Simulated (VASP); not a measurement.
# Ti (P6/mmm) in VASP: a series of runs

Ti is run at these levels: revPBE, BLYP; tasks: relaxation of cell and atoms.

All numbers are computed with VASP 6.6.1; they aren't measurements. Logs are shortened: lines on timing, memory, paths and dates and some standing lists are left out, and cuts for length are marked.

## Step 1: The cell of the first run

The structure is hexagonal, space group P6/mmm (No. 191). The conventional cell has a = 4.567 Å, b = 4.567 Å, c = 2.826 Å, α = 90.00°, β = 90.00°, γ = 120.00°. Within 3.5 Å of Ti (site symmetry -6m2) lie 11 Ti at 2.64 to 2.99 Å. Ti (site symmetry 6/mmm) has 14 Ti at 2.83 to 2.99 Å within 3.7 Å.

This isn't the form of Ti at room conditions, which is hcp.

## Step 2: Relaxation of cell and atoms, revPBE

Input file INCAR:

```
SYSTEM = Ti
PREC = Accurate ; ENCUT = 600
EDIFF = 1E-7 ; ISMEAR = -1
SIGMA = 0.05 ; LREAL = .FALSE.
LASPH = .TRUE. ; NELM = 100
ALGO = Normal ; ISIF = 3
LWAVE = .FALSE. ; LCHARG = .FALSE.
GGA = RE ; IBRION = 2
NSW = 80 ; EDIFFG = -0.005
```

Input file KPOINTS:

```
regular mesh
0
G
  7 7 9
  0 0 0
```

Input file POSCAR:

```
Ti
1.0
    4.5673748306      0.0000000000      0.0000000000
   -2.2836874153      3.9554626319      0.0000000000
    0.0000000000      0.0000000000      2.8262442700
Ti
3
Direct
    0.6666666667      0.3333333333      0.5000000000
    0.3333333333      0.6666666667      0.5000000000
    0.0000000000      0.0000000000      0.0000000000
```

Potentials or basis: VASP PAW PBE potentials, release 64 (Ti_sv).

Run with:

```bash
cat potpaw_PBE.64/Ti_sv/POTCAR > POTCAR
mpirun -np 1 vasp_std > vasp.out
```

OUTCAR:

```text
SYSTEM = Ti
   PREC = Accurate
   ENCUT = 600
   EDIFF = 1E-7
   ISMEAR = -1
   LREAL = .FALSE.
   LASPH = .TRUE.
   NELM = 100
   ISIF = 3
   GGA = RE
   IBRION = 2
   NSW = 80
   EDIFFG = -0.005

 ion  position               nearest neighbor table
   1  0.667  0.333  0.500-   2 2.64   2 2.64   2 2.64
   2  0.333  0.667  0.500-   1 2.64   1 2.64   1 2.64
   3  0.000  0.000  0.000-

  LATTYP: Found a hexagonal cell.
 ALAT       =     4.5673748306
 C/A-ratio  =     0.6187896494

  Lattice vectors:

 A1 = (   4.5673748306,   0.0000000000,   0.0000000000)
 A2 = (  -2.2836874153,   3.9554626319,   0.0000000000)
 A3 = (   0.0000000000,   0.0000000000,   2.8262442700)

Analysis of symmetry for initial positions (statically):
=====================================================================
 Subroutine PRICEL returns:
 Original cell was already a primitive cell.

 Routine SETGRP: Setting up the symmetry group for a
 hexagonal supercell.

 Subroutine GETGRP returns: Found 24 space group operations
 (whereof 24 operations were pure point group operations)
 out of a pool of 24 trial point group operations.

The static configuration has the point symmetry D_6h.

Analysis of symmetry for dynamics (positions and initial velocities):
=====================================================================
 Subroutine PRICEL returns:
 Original cell was already a primitive cell.

 Routine SETGRP: Setting up the symmetry group for a
 hexagonal supercell.

 Subroutine GETGRP returns: Found 24 space group operations
 (whereof 24 operations were pure point group operations)
 out of a pool of 24 trial point group operations.

The dynamic configuration has the point symmetry D_6h.

 Subroutine INISYM returns: Found 24 space group operations
 (whereof 24 operations are pure point group operations),
 and found     1 'primitive' translations

----------------------------------------------------------------------------------------

                                     Primitive cell

  volume of cell :      51.0592

  direct lattice vectors                    reciprocal lattice vectors
     4.567374831  0.000000000  0.000000000     0.218944150  0.126407464  0.000000000
    -2.283687415  3.955462632  0.000000000     0.000000000  0.252814928  0.000000000
     0.000000000  0.000000000  2.826244270     0.000000000  0.000000000  0.353826458

  length of vectors
     4.567374831  4.567374831  2.826244270     0.252814928  0.252814928  0.353826458

  position of ions in fractional coordinates (direct lattice)
     0.666666667  0.333333333  0.500000000
     0.333333333  0.666666667  0.500000000
     0.000000000  0.000000000  0.000000000

  ion indices of the primitive-cell ions
   primitive index   ion index
                 1           1
                 2           2
                 3           3

----------------------------------------------------------------------------------------

 KPOINTS: regular mesh

Automatic generation of k-mesh.
 Grid dimensions read from file:
 generate k-points for:    7    7    9

 Generating k-lattice:

  Cartesian coordinates                     Fractional coordinates (reciprocal lattice)
     0.031277736  0.018058209  0.000000000     0.142857143 -0.000000000  0.000000000
     0.000000000  0.036116418  0.000000000     0.000000000  0.142857143  0.000000000
     0.000000000  0.000000000  0.039314051     0.000000000  0.000000000  0.111111111

  Length of vectors
     0.036116418  0.036116418  0.039314051

  Shift w.r.t. Gamma in fractional coordinates (k-lattice)
     0.000000000  0.000000000  0.000000000

 Subroutine IBZKPT returns following result:
 ===========================================

 Found     40 irreducible k-points:

 Following reciprocal coordinates:
            Coordinates               Weight
  0.000000  0.000000  0.000000      1.000000
  0.142857  0.000000  0.000000      6.000000
  0.285714  0.000000  0.000000      6.000000
  0.428571  0.000000  0.000000      6.000000
  0.142857  0.142857  0.000000      6.000000
  0.285714  0.142857  0.000000     12.000000
[... 16 lines left out ...]
  0.428571  0.142857  0.222222     12.000000
  0.285714  0.285714  0.222222     12.000000
 [... further k-points ...]
   k-points           NKPTS =     40   k-points in BZ     NKDIM =     40   number of bands    NBANDS=     22
   number of dos      NEDOS =    301   number of ions     NIONS =      3
   total plane-waves  NPLWV =  31104
   dimension x,y,z NGX =    36 NGY =   36 NGZ =   24
   dimension x,y,z NGXF=    72 NGYF=   72 NGZF=   48
   ions per type =               3
   NGX,Y,Z   is equivalent  to a cutoff of  13.10, 13.10, 14.12 a.u.
   NGXF,Y,Z  is equivalent  to a cutoff of  26.21, 26.21, 28.23 a.u.
 SYSTEM =  Ti
   PREC   = accura    normal or accurate (medium, high low for compatibility)
   ISTART =      0    job   : 0-new  1-cont  2-samecut
   ICHARG =      2    charge: 1-file 2-atom 10-const
   ISPIN  =      1    spin polarized calculation?
   LNONCOLLINEAR =      F non collinear calculations
   LSORBIT =      F    spin-orbit coupling
   LASPH  =      T    aspherical Exc in radial PAW
   ENCUT  =  600.0 eV  44.10 Ry    6.64 a.u.   9.12  9.12  5.64*2*pi/ulx,y,z
   NELM   =    100;   NELMIN=  2; NELMDL= -5     # of ELM steps
   EDIFF  = 0.1E-06   stopping-criterion for ELM
   LREAL  =      F    real-space projection
   EDIFFG = -.5E-02   stopping-criterion for IOM
   NSW    =     80    number of steps for IOM
   IBRION =      2    ionic relax: 0-MD 1-quasi-New 2-CG
   NFREE  =      1    steps in history (QN), initial steepest desc. (CG)
   ISIF   =      3    stress and relaxation
   ISYM   =      2    0-nonsym 1-usesym 2-fastsym
   POTIM  = 0.5000    time-step for ionic-motion
   TEBEG  =    0.0;   TEEND  =   0.0 temperature during run
   PSTRESS=    0.0 pullay stress
   NELECT =      36.0000    total number of electrons
   NUPDOWN=      -1.0000    fix difference up-down
   EMIN   =  10.00;   EMAX   =-10.00  energy-range for DOS
   EFERMI =   0.00;   METHOD = LEGACY
   ISMEAR =    -1;   SIGMA  =   0.05  broadening in eV -4-tet -1-fermi 0-gaus
   EFERMI_NEDOS =   21; number of points for ismear=-14 and -15
   IALGO  =     38    algorithm
   IMIX   =      4    mixing-type and parameters
     AMIX     =   0.40;   BMIX     =  1.00
     AMIX_MAG =   1.60;   BMIX_MAG =  1.00
  volume/ion in A,a.u.               =      17.02       114.85
  Fermi-wavevector in a.u.,A,eV,Ry     =   1.457084  2.753489 28.886426  2.123092
  Thomas-Fermi vector in A             =   2.573926
   LORBIT       =      0    0 simple, 1 ext, 2 COOP (PROOUT), +10 PAW based schemes
   GGA     = RE    functional components
   LHFCALC =     F    Hartree Fock is set to
   AEXX    =    0.0000 exact exchange contribution
   IVDW    =     0    specifies the selected vdW correction
   LEPSILON=     F    determine dielectric tensor
   LRPA    =     F    only Hartree local field effects (RPA)
 conjugate gradient relaxation of ions
 non-spin polarized calculation
  energy-cutoff  :      600.00
  volume of cell :       51.06
 maximum number of plane-waves:      1728
   NGX = 19   NGY = 19   NGZ = 11

--------------------------------------- Ionic step        1  -------------------------------------------

 number of electron      35.9999989 magnetization

 Free energy of the ion-electron system (eV)
  ---------------------------------------------------
  ext. energy  EPLUGINS =         0.00000000
  ---------------------------------------------------
  free energy    TOTEN  =       -22.55923800 eV

  energy without entropy =      -22.53745206  energy(sigma->0) =      -22.54834503

------------------------ aborting loop because EDIFF is reached ----------------------------------------

  FORCE on cell =-STRESS in cart. coord.  units (eV):
  Direction    XX          YY          ZZ          XY          YZ          ZX
  --------------------------------------------------------------------------------------
  -------------------------------------------------------------------------------------
  Total        0.9553482      0.9553482      0.8683146      0.0000000      0.0000000     -0.0000000
  in kB       29.9777218     29.9777218     27.2467090      0.0000000      0.0000000     -0.0000000
  external PRESSURE =      29.0673842 kB  Pullay stress =       0.0000000 kB
[... 207 lines left out ...]
  energy  without entropy=      -22.5494125325  energy(sigma->0) =      -22.56035330

--------------------------------------- Ionic step        7  -------------------------------------------

 number of electron      35.9999983 magnetization

 Free energy of the ion-electron system (eV)
  ---------------------------------------------------
  ext. energy  EPLUGINS =         0.00000000
  ---------------------------------------------------
  free energy    TOTEN  =       -22.57129687 eV

  energy without entropy =      -22.54940859  energy(sigma->0) =      -22.56035273

 E-fermi :   8.2389     XC(G=0): -11.3891

 val. band max:        8.2387823762   @ k =   0.4286   0.1429   0.3333
 cond. band min:       8.2601892424   @ k =   0.2857   0.1429   0.0000
 fundamental gap:      0.0214068663
 Fermi energy:         8.2389352840

 k-point     1 :       0.0000    0.0000    0.0000
  band No.  band energies     occupation
      1     -48.7865      2.00000
      2     -48.5257      2.00000
      3     -48.3751      2.00000
      4     -25.0415      2.00000
      5     -25.0415      2.00000
      6     -24.9190      2.00000
[... 574 lines left out ...]
      6     -24.9794      2.00000
[... 14 lines left out ...]
     21       8.9811      0.00000
     22       9.2482      0.00000

 [... further k-points ...]

------------------------ aborting loop because EDIFF is reached ----------------------------------------

  FORCE on cell =-STRESS in cart. coord.  units (eV):
  Direction    XX          YY          ZZ          XY          YZ          ZX
  --------------------------------------------------------------------------------------
  -------------------------------------------------------------------------------------
  Total       -0.0040248     -0.0040248     -0.0033918      0.0000000     -0.0000000      0.0000000
  in kB       -0.1230043     -0.1230043     -0.1036585      0.0000000     -0.0000000      0.0000000
  external PRESSURE =      -0.1165557 kB  Pullay stress =       0.0000000 kB
[... 18 lines left out ...]
  FREE ENERGIE OF THE ION-ELECTRON SYSTEM (eV)
  ---------------------------------------------------
  free  energy   TOTEN  =       -22.5712968732 eV

  energy  without entropy=      -22.5494085887  energy(sigma->0) =      -22.56035273

 reached required accuracy - stopping structural energy minimisation
```

Wall time 6.4 min (1 thread of Intel Xeon 8259CL, shared host); peak memory 0.21 GiB.

Results:

* Free energy: -22.5713 eV
* Relaxed volume: 17.47 Å³/atom
* Relaxed cell: a = 4.611 Å, b = 4.611 Å, c = 2.847 Å, α = 90.00°, β = 90.00°, γ = 120.00°
* Space group after relaxing (to 0.1 Å): P6/mmm (No. 191)
* Energy gained by relaxing: 4.0 meV/atom
* Ionic steps: 7
* Pressure after relaxing: 0.0 GPa
* Band gap on the k mesh: zero (bands 18 and 19 overlap by 0.24 eV)

The path:
```
step  energy change (eV)  largest force (eV/Å)  pressure (GPa)  volume (Å³)
   1              0.0000                0.0000            2.91        51.06
   2             -0.0063                0.0000           -1.89        53.38
   3             -0.0120                0.0000           -0.01        52.41
   4             -0.0120                0.0000            0.04        52.38
   5             -0.0121                0.0000            0.05        52.38
   6             -0.0121                0.0000            0.05        52.38
   7             -0.0121                0.0000           -0.01        52.42
```

Final structure:
```
CELL_PARAMETERS angstrom
4.61105 0.00000 0.00000
-2.30553 3.99329 0.00000
0.00000 0.00000 2.84709
ATOMIC_POSITIONS crystal
Ti 0.66667 0.33333 0.50000
Ti 0.33333 0.66667 0.50000
Ti 0.00000 0.00000 0.00000
```

Levels at points of the mesh, in eV from the Fermi level:
```csv
k point,band 14,band 15,band 16,band 17,band 18,band 19,band 20,band 21,band 22
"(0.00, 0.00, 0.00)",-1.87,-0.70,-0.70,-0.62,-0.62,-0.03,0.68,1.28,1.28
```

Caveat: the PAW data sets were made with another functional, which shifts forces and pressure a little.

## Step 3: Relaxation of cell and atoms, BLYP

Input file INCAR:

```
  PREC = Accurate
  ENCUT = 600
  EDIFF = 1E-6
  ISMEAR = -1
  SIGMA = 0.05
  LREAL = F
  LASPH = T
  NELM = 60
  ALGO = Normal
  ISIF = 3
  LWAVE = F
  LCHARG = F
  GGA = B5
  ALDAX = 1.0
  AGGAX = 1.0
  AGGAC = 1.0
  ALDAC = 0.0
  IBRION = 2
  NSW = 80
  EDIFFG = -0.005
```

Input file KPOINTS:

```
regular mesh
0
Gamma
  7 7 9
```

POSCAR is that of step 2.

Potentials or basis: VASP PAW PBE potentials, release 64 (Ti_sv).

Run with:

```bash
cat potpaw_PBE.64/Ti_sv/POTCAR > POTCAR
mpirun -np 1 vasp_std > vasp.out
```

Run time: 3.5 min. Hardware: 1 thread of Intel Xeon 8259CL, shared host; peak memory 0.2 GiB.

The run converged. Its results:

```yaml
Free_energy: -20.3241 eV
Relaxed_volume: 17.55 Å³/atom
Relaxed_cell: a = 4.613 Å, b = 4.613 Å, c = 2.857 Å, α = 90.00°, β = 90.00°, γ = 120.00°
Space_group_after_relaxing_to_0.1_Å: P6/mmm (No. 191)
Energy_gained_by_relaxing: 5.4 meV/atom
Ionic_steps: 3
Pressure_after_relaxing: 0.0 GPa
Band_gap_on_the_k_mesh: zero (bands 18 and 19 overlap by 0.23 eV)
```

The path:
| step | energy change (eV) | largest force (eV/Å) | pressure (GPa) | volume (Å³) |
| --- | --- | --- | --- | --- |
| 1 | 0.0000 | 0.0000 | 3.37 | 51.06 |
| 2 | -0.0088 | 0.0000 | -2.11 | 53.75 |
| 3 | -0.0162 | 0.0000 | -0.01 | 52.64 |

Final structure:
```
Ti
1.0
     4.61296    0.00000    0.00000
    -2.30648    3.99494    0.00000
     0.00000    0.00000    2.85654
Ti
3
Direct
  0.66667 0.33333 0.50000
  0.33333 0.66667 0.50000
  0.00000 0.00000 0.00000
```

Levels at points of the mesh, in eV from the Fermi level:
| k point | band 16 | band 17 | band 18 | band 19 | band 20 | band 21 |
| --- | --- | --- | --- | --- | --- | --- |
| (0.00, 0.00, 0.00) | -0.65 | -0.56 | -0.56 | -0.04 | 0.62 | 1.19 |

Caveat: the PAW data sets were made with another functional, which shifts forces and pressure a little.

The gap in the log of VASP goes by the Fermi energy; the results here count the filled bands.